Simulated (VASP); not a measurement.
# Ir (Fm-3m) in VASP: single point with PBE

Aim: the single point of Ir with PBE.

Everything below comes from runs of VASP 6.6.1. Logs are shortened: lines on timing, memory, paths and dates and some standing lists are left out, and cuts for length are marked.

**1. The cell of the first run**

Symmetry: Fm-3m, No. 225, cubic system. The conventional cell has a = 3.806 Å, b = 3.806 Å, c = 3.806 Å, α = 90.00°, β = 90.00°, γ = 90.00°. Within 3.5 Å of Ir (site symmetry m-3m) lie 12 Ir at 2.69 Å.

**2. Single point, PBE**

Input file INCAR:

```
SYSTEM = Ir
PREC = Accurate ; ENCUT = 520
EDIFF = 1E-6 ; ISMEAR = 0
SIGMA = 0.1 ; LREAL = .FALSE.
LASPH = .TRUE. ; NELM = 100
ALGO = Fast ; ISIF = 2
LWAVE = .FALSE. ; LCHARG = .FALSE.
GGA = PE ; NBANDS = 10
```

Input file KPOINTS:

```
Automatic mesh
0
G
  48 48 48
  0 0 0
```

Input file POSCAR:

```
Ir
1.0
    0.0000000000      1.9029577966      1.9029577966
    1.9029577966      0.0000000000      1.9029577966
    1.9029577966      1.9029577966      0.0000000000
Ir
1
Direct
    0.0000000000      0.0000000000      0.0000000000
```

Potentials or basis: VASP PAW PBE potentials, release 64 (Ir).

On the command line:

```console
$ cat potpaw_PBE.64/Ir/POTCAR > POTCAR
$ mpirun -np 1 vasp_std > vasp.out
```

OUTCAR:

```text
SYSTEM = Ir
   PREC = Accurate
   ENCUT = 520
   EDIFF = 1E-6
   ISMEAR = 0
   LREAL = .FALSE.
   LASPH = .TRUE.
   NELM = 100
   ISIF = 2
   GGA = PE

 ion  position               nearest neighbor table
   1  0.000  0.000  0.000-

  LATTYP: Found a face centered cubic cell.
 ALAT       =     3.8059155932

  Lattice vectors:

 A1 = (   0.0000000000,   1.9029577966,   1.9029577966)
 A2 = (   1.9029577966,   0.0000000000,   1.9029577966)
 A3 = (   1.9029577966,   1.9029577966,   0.0000000000)

Analysis of symmetry for initial positions (statically):
=====================================================================
 Subroutine PRICEL returns:
 Original cell was already a primitive cell.

 Routine SETGRP: Setting up the symmetry group for a
 face centered cubic supercell.

 Subroutine GETGRP returns: Found 48 space group operations
 (whereof 48 operations were pure point group operations)
 out of a pool of 48 trial point group operations.

The static configuration has the point symmetry O_h .

Analysis of symmetry for dynamics (positions and initial velocities):
=====================================================================
 Subroutine PRICEL returns:
 Original cell was already a primitive cell.

 Routine SETGRP: Setting up the symmetry group for a
 face centered cubic supercell.

 Subroutine GETGRP returns: Found 48 space group operations
 (whereof 48 operations were pure point group operations)
 out of a pool of 48 trial point group operations.

The dynamic configuration has the point symmetry O_h .

 Subroutine INISYM returns: Found 48 space group operations
 (whereof 48 operations are pure point group operations),
 and found     1 'primitive' translations

----------------------------------------------------------------------------------------

                                     Primitive cell

  volume of cell :      13.7822

  direct lattice vectors                    reciprocal lattice vectors
     0.000000000  1.902957797  1.902957797    -0.262748864  0.262748864  0.262748864
     1.902957797  0.000000000  1.902957797     0.262748864 -0.262748864  0.262748864
     1.902957797  1.902957797  0.000000000     0.262748864  0.262748864 -0.262748864

  length of vectors
     2.691188725  2.691188725  2.691188725     0.455094383  0.455094383  0.455094383

  position of ions in fractional coordinates (direct lattice)
     0.000000000  0.000000000  0.000000000

  ion indices of the primitive-cell ions
   primitive index   ion index
                 1           1

----------------------------------------------------------------------------------------

 KPOINTS: Automatic mesh

Automatic generation of k-mesh.
 Grid dimensions read from file:
 generate k-points for:   48   48   48

 Generating k-lattice:

  Cartesian coordinates                     Fractional coordinates (reciprocal lattice)
    -0.005473935  0.005473935  0.005473935     0.020833333  0.000000000  0.000000000
     0.005473935 -0.005473935  0.005473935     0.000000000  0.020833333  0.000000000
     0.005473935  0.005473935 -0.005473935     0.000000000  0.000000000  0.020833333

  Length of vectors
     0.009481133  0.009481133  0.009481133

  Shift w.r.t. Gamma in fractional coordinates (k-lattice)
     0.000000000  0.000000000  0.000000000

 Subroutine IBZKPT returns following result:
 ===========================================

 Found   2769 irreducible k-points:

 Following reciprocal coordinates:
            Coordinates               Weight
  0.000000  0.000000  0.000000      1.000000
  0.020833  0.000000  0.000000      8.000000
  0.041667  0.000000  0.000000      8.000000
  0.062500  0.000000  0.000000      8.000000
  0.083333  0.000000  0.000000      8.000000
  0.104167  0.000000  0.000000      8.000000
[... 16 lines left out ...]
  0.458333  0.000000  0.000000      8.000000
  0.479167  0.000000  0.000000      8.000000
 [... further k-points ...]
   k-points           NKPTS =   2769   k-points in BZ     NKDIM =   2769   number of bands    NBANDS=     10
   number of dos      NEDOS =    301   number of ions     NIONS =      1
   total plane-waves  NPLWV =   8000
   dimension x,y,z NGX =    20 NGY =   20 NGZ =   20
   dimension x,y,z NGXF=    40 NGYF=   40 NGZF=   40
   ions per type =               1
   NGX,Y,Z   is equivalent  to a cutoff of  12.35, 12.35, 12.35 a.u.
   NGXF,Y,Z  is equivalent  to a cutoff of  24.71, 24.71, 24.71 a.u.
 SYSTEM =  Ir
   PREC   = accura    normal or accurate (medium, high low for compatibility)
   ISTART =      0    job   : 0-new  1-cont  2-samecut
   ICHARG =      2    charge: 1-file 2-atom 10-const
   ISPIN  =      1    spin polarized calculation?
   LNONCOLLINEAR =      F non collinear calculations
   LSORBIT =      F    spin-orbit coupling
   LASPH  =      T    aspherical Exc in radial PAW
   ENCUT  =  520.0 eV  38.22 Ry    6.18 a.u.   5.00  5.00  5.00*2*pi/ulx,y,z
   NELM   =    100;   NELMIN=  2; NELMDL= -5     # of ELM steps
   EDIFF  = 0.1E-05   stopping-criterion for ELM
   LREAL  =      F    real-space projection
   EDIFFG = 0.1E-04   stopping-criterion for IOM
   NSW    =      0    number of steps for IOM
   IBRION =     -1    ionic relax: 0-MD 1-quasi-New 2-CG
   NFREE  =      0    steps in history (QN), initial steepest desc. (CG)
   ISIF   =      2    stress and relaxation
   ISYM   =      2    0-nonsym 1-usesym 2-fastsym
   POTIM  = 0.5000    time-step for ionic-motion
   TEBEG  =    0.0;   TEEND  =   0.0 temperature during run
   PSTRESS=    0.0 pullay stress
   NELECT =       9.0000    total number of electrons
   NUPDOWN=      -1.0000    fix difference up-down
   EMIN   =  10.00;   EMAX   =-10.00  energy-range for DOS
   EFERMI =   0.00;   METHOD = LEGACY
   ISMEAR =     0;   SIGMA  =   0.10  broadening in eV -4-tet -1-fermi 0-gaus
   EFERMI_NEDOS =   21; number of points for ismear=-14 and -15
   IALGO  =     68    algorithm
   IMIX   =      4    mixing-type and parameters
     AMIX     =   0.40;   BMIX     =  1.00
     AMIX_MAG =   1.60;   BMIX_MAG =  1.00
  volume/ion in A,a.u.               =      13.78        93.01
  Fermi-wavevector in a.u.,A,eV,Ry     =   1.420310  2.683997 27.446772  2.017281
  Thomas-Fermi vector in A             =   2.541239
   LORBIT       =      0    0 simple, 1 ext, 2 COOP (PROOUT), +10 PAW based schemes
   GGA     = PE    functional components
   LHFCALC =     F    Hartree Fock is set to
   AEXX    =    0.0000 exact exchange contribution
   IVDW    =     0    specifies the selected vdW correction
   LEPSILON=     F    determine dielectric tensor
   LRPA    =     F    only Hartree local field effects (RPA)
 non-spin polarized calculation
 RMM-DIIS sequential band-by-band and
 Gauss-broadening in eV      SIGMA  =   0.10
  energy-cutoff  :      520.00
  volume of cell :       13.78
 maximum number of plane-waves:       388
   NGX =  9   NGY =  9   NGZ =  9

 number of electron       9.0000001 magnetization

 Free energy of the ion-electron system (eV)
  ---------------------------------------------------
  ext. energy  EPLUGINS =         0.00000000
  ---------------------------------------------------
  free energy    TOTEN  =        -8.80674818 eV

  energy without entropy =       -8.80257894  energy(sigma->0) =       -8.80466356

 E-fermi :  10.8511     XC(G=0): -14.1445

 val. band max:       10.8507399593   @ k =   0.2917   0.2708   0.0000
 cond. band min:      10.8515549187   @ k =   0.4375   0.1458   0.0625
 fundamental gap:      0.0008149594
 Fermi energy:        10.8511168672

 k-point     1 :       0.0000    0.0000    0.0000
  band No.  band energies     occupation
      1      -0.5372      2.00000
      2       6.8234      2.00000
      3       6.8234      2.00000
      4       6.8234      2.00000
      5       9.6269      2.00000
      6       9.6269      2.00000
      7      25.1360      0.00000
      8      30.8804      0.00000
      9      30.8804      0.00000
     10      30.8804      0.00000

 k-point     2 :       0.0208    0.0000    0.0000
  band No.  band energies     occupation
      1      -0.5172      2.00000
      2       6.8122      2.00000
      3       6.8324      2.00000
      4       6.8324      2.00000
      5       9.6208      2.00000
      6       9.6208      2.00000
      7      25.1716      0.00000
      8      30.7574      0.00000
      9      30.9138      0.00000
     10      30.9138      0.00000

 k-point     3 :       0.0417    0.0000    0.0000
  band No.  band energies     occupation
      1      -0.4573      2.00000
      2       6.7791      2.00000
      3       6.8589      2.00000
      4       6.8589      2.00000
      5       9.6030      2.00000
      6       9.6030      2.00000
      7      25.2771      0.00000
      8      30.4257      0.00000
      9      31.0135      0.00000
     10      31.0135      0.00000

 k-point     4 :       0.0625    0.0000    0.0000
  band No.  band energies     occupation
      1      -0.3585      2.00000
      2       6.7263      2.00000
      3       6.9017      2.00000
      4       6.9017      2.00000
      5       9.5754      2.00000
      6       9.5754      2.00000
      7      25.4492      0.00000
      8      29.9597      0.00000
      9      31.1782      0.00000
     10      31.1782      0.00000

 k-point     5 :       0.0833    0.0000    0.0000
  band No.  band energies     occupation
      1      -0.2222      2.00000
      2       6.6571      2.00000
      3       6.9583      2.00000
      4       6.9583      2.00000
      5       9.5414      2.00000
      6       9.5414      2.00000
      7      25.6814      0.00000
      8      29.4217      0.00000
      9      31.4058      0.00000
     10      31.4058      0.00000

 k-point     6 :       0.1042    0.0000    0.0000
  band No.  band energies     occupation
      1      -0.0506      2.00000
      2       6.5761      2.00000
      3       7.0252      2.00000
      4       7.0252      2.00000
      5       9.5059      2.00000
      6       9.5059      2.00000
      7      25.9645      0.00000
      8      28.8518      0.00000
      9      31.6934      0.00000
     10      31.6934      0.00000

 k-point     7 :       0.1250    0.0000    0.0000
  band No.  band energies     occupation
      1       0.1531      2.00000
      2       6.4890      2.00000
      3       7.0975      2.00000
      4       7.0975      2.00000
      5       9.4750      2.00000
      6       9.4750      2.00000
      7      26.2832      0.00000
      8      28.2752      0.00000
      9      32.0373      0.00000
     10      32.0373      0.00000

 k-point     8 :       0.1458    0.0000    0.0000
  band No.  band energies     occupation
      1       0.3850      2.00000
      2       6.4025      2.00000
      3       7.1689      2.00000
      4       7.1689      2.00000
      5       9.4564      2.00000
      6       9.4564      2.00000
      7      26.6065      0.00000
      8      27.7190      0.00000
      9      32.4330      0.00000
     10      32.4330      0.00000

 k-point     9 :       0.1667    0.0000    0.0000
  band No.  band energies     occupation
      1       0.6395      2.00000
      2       6.3244      2.00000
      3       7.2320      2.00000
      4       7.2320      2.00000
      5       9.4589      2.00000
      6       9.4589      2.00000
      7      26.7780      0.00000
      8      27.3232      0.00000
      9      32.8752      0.00000
     10      32.8752      0.00000
[... 118 lines left out ...]
 k-point    19 :       0.3750    0.0000    0.0000
  band No.  band energies     occupation
      1       2.4757      2.00000
      2       6.9137      2.00000
      3       6.9137      2.00000
      4       8.0794      2.00000
      5      11.0799      0.00121
      6      11.0799      0.00121
      7      21.0291      0.00000
      8      25.6876      0.00000
      9      32.6228      0.00000
     10      32.6228      0.00000

 k-point    20 :       0.3958    0.0000    0.0000
  band No.  band energies     occupation
      1       2.4926      2.00000
      2       6.8550      2.00000
      3       6.8550      2.00000
      4       8.5370      2.00000
      5      11.2828      0.00000
      6      11.2828      0.00000
      7      20.3776      0.00000
      8      25.3769      0.00000
      9      32.1169      0.00000
     10      32.1169      0.00000

 k-point    21 :       0.4167    0.0000    0.0000
  band No.  band energies     occupation
      1       2.4971      2.00000
      2       6.8046      2.00000
      3       6.8046      2.00000
      4       8.9870      2.00000
      5      11.4619      0.00000
      6      11.4619      0.00000
      7      19.7641      0.00000
      8      25.1244      0.00000
      9      31.6871      0.00000
     10      31.6871      0.00000

 k-point    22 :       0.4375    0.0000    0.0000
  band No.  band energies     occupation
      1       2.4951      2.00000
      2       6.7639      2.00000
      3       6.7639      2.00000
      4       9.3987      2.00000
      5      11.6100      0.00000
      6      11.6100      0.00000
      7      19.2218      0.00000
      8      24.9305      0.00000
      9      31.3427      0.00000
     10      31.3427      0.00000

 k-point    23 :       0.4583    0.0000    0.0000
  band No.  band energies     occupation
      1       2.4908      2.00000
      2       6.7342      2.00000
      3       6.7342      2.00000
      4       9.7361      2.00000
      5      11.7209      0.00000
      6      11.7209      0.00000
      7      18.7892      0.00000
      8      24.7936      0.00000
      9      31.0910      0.00000
     10      31.0910      0.00000

 k-point    24 :       0.4792    0.0000    0.0000
  band No.  band energies     occupation
      1       2.4871      2.00000
      2       6.7160      2.00000
      3       6.7160      2.00000
      4       9.9602      2.00000
      5      11.7896      0.00000
      6      11.7896      0.00000
      7      18.5069      0.00000
      8      24.7122      0.00000
      9      30.9376      0.00000
     10      30.9376      0.00000

 [... further k-points ...]
[... 5 lines left out ...]
  --------------------------------------------------------------------------------------
  -------------------------------------------------------------------------------------
  Total        1.7787317      1.7787317      1.7787317      0.0000000     -0.0000000     -0.0000000
  in kB      206.7776390    206.7776390    206.7776390      0.0000000     -0.0000000     -0.0000000
  external PRESSURE =     206.7776390 kB  Pullay stress =       0.0000000 kB

 VOLUME and BASIS-vectors are now :
 -----------------------------------------------------------------------------
  energy-cutoff  :      520.00
  volume of cell :       13.78
      direct lattice vectors                 reciprocal lattice vectors
     0.000000000  1.902957797  1.902957797    -0.262748864  0.262748864  0.262748864
     1.902957797  0.000000000  1.902957797     0.262748864 -0.262748864  0.262748864
     1.902957797  1.902957797  0.000000000     0.262748864  0.262748864 -0.262748864

 POSITION                                       TOTAL-FORCE (eV/Angst)
 -----------------------------------------------------------------------------------
      0.00000      0.00000      0.00000         0.000000      0.000000     -0.000000
 -----------------------------------------------------------------------------------
    total drift:                                0.000000      0.000000     -0.000000

  FREE ENERGIE OF THE ION-ELECTRON SYSTEM (eV)
  ---------------------------------------------------
  free  energy   TOTEN  =        -8.8067481792 eV

  energy  without entropy=       -8.8025789420  energy(sigma->0) =       -8.80466356
```

Wall time 3.9 min (1 thread of Intel Xeon Platinum 8375C at 2.90GHz (Ice Lake), shared host); peak memory 0.49 GiB.

Results:

* Free energy: -8.8067 eV
* Pressure: 20.7 GPa

Levels at points of the mesh, in eV from the Fermi level:
| k point | band 1 | band 2 | band 3 | band 4 | band 5 | band 6 | band 7 | band 8 | band 9 |
| --- | --- | --- | --- | --- | --- | --- | --- | --- | --- |
| (0.00, 0.00, 0.00) | -11.39 | -4.03 | -4.03 | -4.03 | -1.22 | -1.22 | 14.28 | 20.03 | 20.03 |
| (0.50, 0.00, 0.00) | -8.37 | -4.14 | -4.14 | -0.81 | 0.96 | 0.96 | 7.56 | 13.83 | 20.03 |
| (0.50, 0.50, 0.00) | -8.21 | -7.62 | 0.93 | 1.57 | 1.57 | 1.72 | 10.90 | 11.85 | 11.85 |

Caveat: spin-orbit coupling is left out, which moves the levels of the heavy elements.
